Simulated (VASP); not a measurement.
# InSb (F-43m) in VASP: single point with HSE06

Aim: the single point of InSb with HSE06.

All numbers are computed with VASP 6.6.1; they aren't measurements. Logs are shortened: lines on timing, memory, paths and dates and some standing lists are left out, and cuts for length are marked.

**1. The cell of the first run**

The structure is cubic, space group F-43m (No. 216). Conventional cell: a = 6.915 Å, b = 6.915 Å, c = 6.915 Å, α = 90.00°, β = 90.00°, γ = 90.00°. In (site symmetry -43m) has 4 Sb at 2.99 Å within 3.9 Å. Sb (site symmetry -43m) has 4 In at 2.99 Å within 3.9 Å.

**2. Single point, HSE06 (strain +5.4%)**

The input, POSCAR:

```
InSb
1.0
    0.0000000000      3.4575905712      3.4575905712
    3.4575905712      0.0000000000      3.4575905712
    3.4575905712      3.4575905712      0.0000000000
In Sb
1 1
Direct
    0.0000000000      0.0000000000      0.0000000000
    0.2500000000      0.2500000000      0.2500000000
```

The input, INCAR.step1:

```
SYSTEM = InSb
  PREC = Accurate
  ENCUT = 520
  EDIFF = 1E-5
  ISMEAR = -1
  SIGMA = 0.02
  LREAL = .False.
  LASPH = .True.
  NELM = 60
  ALGO = Normal
  ISIF = 2
  LWAVE = .True.
  LCHARG = .False.
  GGA = PE
  NBANDS = 16
```

The input, INCAR.step2:

```
SYSTEM = InSb
  PREC = Accurate
  ENCUT = 520
  EDIFF = 1E-6
  ISMEAR = -1
  SIGMA = 0.02
  LREAL = .False.
  LASPH = .True.
  NELM = 60
  ALGO = Normal
  ISIF = 2
  LWAVE = .False.
  LCHARG = .False.
  GGA = PE
  LHFCALC = .True.
  HFSCREEN = 0.2079
  PRECFOCK = Normal
  ISTART = 1
  NBANDS = 16
```

The input, KPOINTS:

```
regular mesh
0
Gamma
  4 4 4
  0 0 0
```

Potentials or basis: VASP PAW PBE potentials, release 64 (In_d, Sb).

On the command line:

```bash
$ cat potpaw_PBE.64/In_d/POTCAR potpaw_PBE.64/Sb/POTCAR > POTCAR
$ cp INCAR.step1 INCAR
$ mpirun -np 1 vasp_std > vasp.out
$ cp INCAR.step2 INCAR
$ mpirun -np 1 vasp_std > vasp.out
```

OUTCAR:

```text
SYSTEM = InSb
   PREC = Accurate
   ENCUT = 520
   EDIFF = 1E-6
   ISMEAR = -1
   LREAL = .False.
   LASPH = .True.
   NELM = 60
   ISIF = 2
   GGA = PE
   LHFCALC = .True.
   HFSCREEN = 0.2079
   PRECFOCK = Normal
   ISTART = 1

 ion  position               nearest neighbor table
   1  0.000  0.000  0.000-   2 2.99   2 2.99   2 2.99   2 2.99
   2  0.250  0.250  0.250-   1 2.99   1 2.99   1 2.99   1 2.99

  LATTYP: Found a face centered cubic cell.
 ALAT       =     6.9151811424

  Lattice vectors:

 A1 = (   0.0000000000,   3.4575905712,   3.4575905712)
 A2 = (   3.4575905712,   0.0000000000,   3.4575905712)
 A3 = (   3.4575905712,   3.4575905712,   0.0000000000)

Analysis of symmetry for initial positions (statically):
=====================================================================
 Subroutine PRICEL returns:
 Original cell was already a primitive cell.

 Routine SETGRP: Setting up the symmetry group for a
 face centered cubic supercell.

 Subroutine GETGRP returns: Found 24 space group operations
 (whereof 24 operations were pure point group operations)
 out of a pool of 48 trial point group operations.

The static configuration has the point symmetry T_d .

Analysis of symmetry for dynamics (positions and initial velocities):
=====================================================================
 Subroutine PRICEL returns:
 Original cell was already a primitive cell.

 Routine SETGRP: Setting up the symmetry group for a
 face centered cubic supercell.

 Subroutine GETGRP returns: Found 24 space group operations
 (whereof 24 operations were pure point group operations)
 out of a pool of 48 trial point group operations.

The dynamic configuration has the point symmetry T_d .

 Subroutine INISYM returns: Found 24 space group operations
 (whereof 24 operations are pure point group operations),
 and found     1 'primitive' translations

----------------------------------------------------------------------------------------

                                     Primitive cell

  volume of cell :      82.6705

  direct lattice vectors                    reciprocal lattice vectors
     0.000000000  3.457590571  3.457590571    -0.144609372  0.144609372  0.144609372
     3.457590571  0.000000000  3.457590571     0.144609372 -0.144609372  0.144609372
     3.457590571  3.457590571  0.000000000     0.144609372  0.144609372 -0.144609372

  length of vectors
     4.889771479  4.889771479  4.889771479     0.250470779  0.250470779  0.250470779

  position of ions in fractional coordinates (direct lattice)
     0.000000000  0.000000000  0.000000000
     0.250000000  0.250000000  0.250000000

  ion indices of the primitive-cell ions
   primitive index   ion index
                 1           1
                 2           2

----------------------------------------------------------------------------------------

 KPOINTS: regular mesh

Automatic generation of k-mesh.
 Grid dimensions read from file:
 generate k-points for:    4    4    4

 Generating k-lattice:

  Cartesian coordinates                     Fractional coordinates (reciprocal lattice)
    -0.036152343  0.036152343  0.036152343     0.250000000  0.000000000  0.000000000
     0.036152343 -0.036152343  0.036152343     0.000000000  0.250000000  0.000000000
     0.036152343  0.036152343 -0.036152343     0.000000000  0.000000000  0.250000000

  Length of vectors
     0.062617695  0.062617695  0.062617695

  Shift w.r.t. Gamma in fractional coordinates (k-lattice)
     0.000000000  0.000000000  0.000000000

 Subroutine IBZKPT returns following result:
 ===========================================

 Found      8 irreducible k-points:

 Following reciprocal coordinates:
            Coordinates               Weight
  0.000000  0.000000  0.000000      1.000000
  0.250000  0.000000  0.000000      8.000000
  0.500000  0.000000  0.000000      4.000000
  0.250000  0.250000  0.000000      6.000000
  0.500000  0.250000  0.000000     24.000000
 -0.250000  0.250000  0.000000     12.000000
  0.500000  0.500000  0.000000      3.000000
 -0.250000  0.500000  0.250000      6.000000
   k-points           NKPTS =      8   k-points in BZ     NKDIM =     64   number of bands    NBANDS=     16
   number of dos      NEDOS =    301   number of ions     NIONS =      2
   total plane-waves  NPLWV =  46656
   dimension x,y,z NGX =    36 NGY =   36 NGZ =   36
   dimension x,y,z NGXF=    72 NGYF=   72 NGZF=   72
   ions per type =               1   1
   NGX,Y,Z   is equivalent  to a cutoff of  12.24, 12.24, 12.24 a.u.
   NGXF,Y,Z  is equivalent  to a cutoff of  24.48, 24.48, 24.48 a.u.
 SYSTEM =  InSb
   PREC   = accura    normal or accurate (medium, high low for compatibility)
   ISTART =      1    job   : 0-new  1-cont  2-samecut
   ICHARG =      0    charge: 1-file 2-atom 10-const
   ISPIN  =      1    spin polarized calculation?
   LNONCOLLINEAR =      F non collinear calculations
   LSORBIT =      F    spin-orbit coupling
   LASPH  =      T    aspherical Exc in radial PAW
   ENCUT  =  520.0 eV  38.22 Ry    6.18 a.u.   9.09  9.09  9.09*2*pi/ulx,y,z
   NELM   =     60;   NELMIN=  2; NELMDL=  0     # of ELM steps
   EDIFF  = 0.1E-05   stopping-criterion for ELM
   LREAL  =      F    real-space projection
   EDIFFG = 0.1E-04   stopping-criterion for IOM
   NSW    =      0    number of steps for IOM
   IBRION =     -1    ionic relax: 0-MD 1-quasi-New 2-CG
   NFREE  =      0    steps in history (QN), initial steepest desc. (CG)
   ISIF   =      2    stress and relaxation
   ISYM   =      3    0-nonsym 1-usesym 2-fastsym
   POTIM  = 0.5000    time-step for ionic-motion
   TEBEG  =    0.0;   TEEND  =   0.0 temperature during run
   PSTRESS=    0.0 pullay stress
   NELECT =      18.0000    total number of electrons
   NUPDOWN=      -1.0000    fix difference up-down
   EMIN   =  10.00;   EMAX   =-10.00  energy-range for DOS
   EFERMI =   0.00;   METHOD = LEGACY
   ISMEAR =    -1;   SIGMA  =   0.02  broadening in eV -4-tet -1-fermi 0-gaus
   EFERMI_NEDOS =   21; number of points for ismear=-14 and -15
   IALGO  =     38    algorithm
   IMIX   =      1    mixing-type and parameters
     AMIX     =   0.40;   BMIX     =  1.00
     AMIX_MAG =   1.60;   BMIX_MAG =  1.00
  volume/ion in A,a.u.               =      41.34       278.94
  Fermi-wavevector in a.u.,A,eV,Ry     =   0.984877  1.861148 13.197422  0.969983
  Thomas-Fermi vector in A             =   2.116143
   LORBIT       =      0    0 simple, 1 ext, 2 COOP (PROOUT), +10 PAW based schemes
   GGA     = PE    functional components
   LHFCALC =     T    Hartree Fock is set to
   PRECFOCK=normal    Normal, Fast or Accurate (Low or Medium for compatibility)
   ENCUT4O =  -1.0   cutoff for four orbital integrals eV
   NKREDX  =     1    reduce k-point grid by
   NKREDY  =     1    reduce k-point grid by
   NKREDZ  =     1    reduce k-point grid by
   AEXX    =    0.2500 exact exchange contribution
   HFSCREEN=    0.2079 screening length (either q_TF or 0.3 A-1)
   HFSCREENC=   0.2079 screening length for correlation (either q_TF or 0.3 A-1)
   ENCUTFOCK=  -1.0 apply spherical cutoff to Coloumb kernel
   IVDW    =     0    specifies the selected vdW correction
   LEPSILON=     F    determine dielectric tensor
   LRPA    =     F    only Hartree local field effects (RPA)
 non-spin polarized calculation
  energy-cutoff  :      520.00
  volume of cell :       82.67
 maximum number of plane-waves:      2252
  NGX = 28; NGY = 28; NGZ = 28

 number of electron      18.0000004 magnetization

 Free energy of the ion-electron system (eV)
  ---------------------------------------------------
  ext. energy  EPLUGINS =         0.00000000
  ---------------------------------------------------
  free energy    TOTEN  =        -8.11694760 eV

  energy without entropy =       -8.11575413  energy(sigma->0) =       -8.11635086

 E-fermi :   2.9296     XC(G=0):  -6.6112

 val. band max:        2.9157215299   @ k =   0.0000   0.0000   0.0000
 cond. band min:       3.6689992109   @ k =   0.5000   0.0000   0.0000
 fundamental gap:      0.7532776810
 Fermi energy:         2.9295823741

 k-point     1 :       0.0000    0.0000    0.0000
  band No.  band energies     occupation
      1     -13.2483      2.00000
      2     -13.2483      2.00000
      3     -13.2483      2.00000
      4     -13.2017      2.00000
      5     -13.2017      2.00000
      6      -7.6706      2.00000
[... 8 lines left out ...]
     15      11.5635      0.00000
     16      11.5635      0.00000

 k-point     2 :       0.2500    0.0000    0.0000
  band No.  band energies     occupation
      1     -13.2566      2.00000
      2     -13.2434      2.00000
      3     -13.2434      2.00000
      4     -13.2016      2.00000
      5     -13.2016      2.00000
      6      -7.2346      2.00000
[... 8 lines left out ...]
     15      10.7494      0.00000
     16      10.7494      0.00000

 k-point     3 :       0.5000    0.0000    0.0000
  band No.  band energies     occupation
      1     -13.2648      2.00000
      2     -13.2392      2.00000
      3     -13.2392      2.00000
      4     -13.2008      2.00000
      5     -13.2008      2.00000
      6      -6.6183      2.00000
[... 8 lines left out ...]
     15      12.4322      0.00000
     16      12.4325      0.00000

 k-point     4 :       0.2500    0.2500    0.0000
  band No.  band energies     occupation
      1     -13.2651      2.00000
      2     -13.2381      2.00000
      3     -13.2381      2.00000
      4     -13.2050      2.00000
      5     -13.1995      2.00000
      6      -7.0793      2.00000
[... 8 lines left out ...]
     15      11.9138      0.00000
     16      12.1984      0.00000

 k-point     5 :       0.5000    0.2500    0.0000
  band No.  band energies     occupation
      1     -13.2720      2.00000
      2     -13.2343      2.00000
      3     -13.2331      2.00000
      4     -13.2050      2.00000
      5     -13.1993      2.00000
      6      -6.4232      2.00000
[... 8 lines left out ...]
     15      12.6260      0.00000
     16      12.7406      0.00000

 k-point     6 :      -0.2500    0.2500    0.0000
  band No.  band energies     occupation
      1     -13.2661      2.00000
      2     -13.2378      2.00000
      3     -13.2370      2.00000
      4     -13.2022      2.00000
      5     -13.2015      2.00000
      6      -6.6612      2.00000
[... 8 lines left out ...]
     15      11.3477      0.00000
     16      12.8905      0.00000

 k-point     7 :       0.5000    0.5000    0.0000
  band No.  band energies     occupation
      1     -13.2810      2.00000
      2     -13.2276      2.00000
      3     -13.2276      2.00000
      4     -13.2091      2.00000
      5     -13.1972      2.00000
      6      -6.1639      2.00000
[... 8 lines left out ...]
     15      13.0539      0.00000
     16      13.5484      0.00000

 k-point     8 :      -0.2500    0.5000    0.2500
  band No.  band energies     occupation
      1     -13.2746      2.00000
      2     -13.2345      2.00000
      3     -13.2285      2.00000
      4     -13.2053      2.00000
      5     -13.2001      2.00000
      6      -6.1478      2.00000
[... 8 lines left out ...]
     15      12.6668      0.00000
     16      13.4946      0.00000

------------------------ aborting loop because EDIFF is reached ----------------------------------------

  FORCE on cell =-STRESS in cart. coord.  units (eV):
  Direction    XX          YY          ZZ          XY          YZ          ZX
  --------------------------------------------------------------------------------------
  -------------------------------------------------------------------------------------
  Total       -2.4924849     -2.4924849     -2.4924849     -0.0000000      0.0000000     -0.0000000
  in kB      -48.3050374    -48.3050374    -48.3050374     -0.0000000      0.0000000     -0.0000000
  external PRESSURE =     -48.3050374 kB  Pullay stress =       0.0000000 kB

 VOLUME and BASIS-vectors are now :
 -----------------------------------------------------------------------------
  energy-cutoff  :      520.00
  volume of cell :       82.67
      direct lattice vectors                 reciprocal lattice vectors
     0.000000000  3.457590571  3.457590571    -0.144609372  0.144609372  0.144609372
     3.457590571  0.000000000  3.457590571     0.144609372 -0.144609372  0.144609372
     3.457590571  3.457590571  0.000000000     0.144609372  0.144609372 -0.144609372

 POSITION                                       TOTAL-FORCE (eV/Angst)
 -----------------------------------------------------------------------------------
      0.00000      0.00000      0.00000        -0.000000      0.000000      0.000000
      1.72880      1.72880      1.72880         0.000000     -0.000000      0.000000
 -----------------------------------------------------------------------------------
    total drift:                               -0.000005     -0.000004     -0.000002

  FREE ENERGIE OF THE ION-ELECTRON SYSTEM (eV)
  ---------------------------------------------------
  free  energy   TOTEN  =        -8.1169475952 eV

  energy  without entropy=       -8.1157541311  energy(sigma->0) =       -8.11635086
```

Wall time 11 min (1 thread of AMD EPYC 7R13 (Zen 3), shared host); peak memory 0.29 GiB.

Results:

```
Free energy            : -8.1169 eV
Pressure               : -4.8 GPa
Band gap on the k mesh : zero (filled and empty bands touch)
```

Levels at points of the mesh, in eV from the Fermi level:
| k point | band 7 | band 8 | band 9 | band 10 | band 11 | band 12 |
| --- | --- | --- | --- | --- | --- | --- |
| (0.00, 0.00, 0.00) | -0.76 | -0.01 | -0.01 | -0.01 | 3.57 | 3.57 |
| (0.50, 0.00, 0.00) | -5.26 | -0.83 | -0.83 | 0.74 | 4.39 | 4.39 |
| (0.50, 0.50, 0.00) | -5.64 | -1.86 | -1.86 | 1.88 | 2.13 | 8.02 |

Caveat: the k points lie up to 0.39 Å⁻¹ apart; the cell differs from its parent crystal (strain +5.4%); the PAW data sets were made with another functional, which shifts forces and pressure a little; spin-orbit coupling is left out, which moves the levels of the heavy elements.

The gap in the log of VASP goes by the Fermi energy; the results here count the filled bands.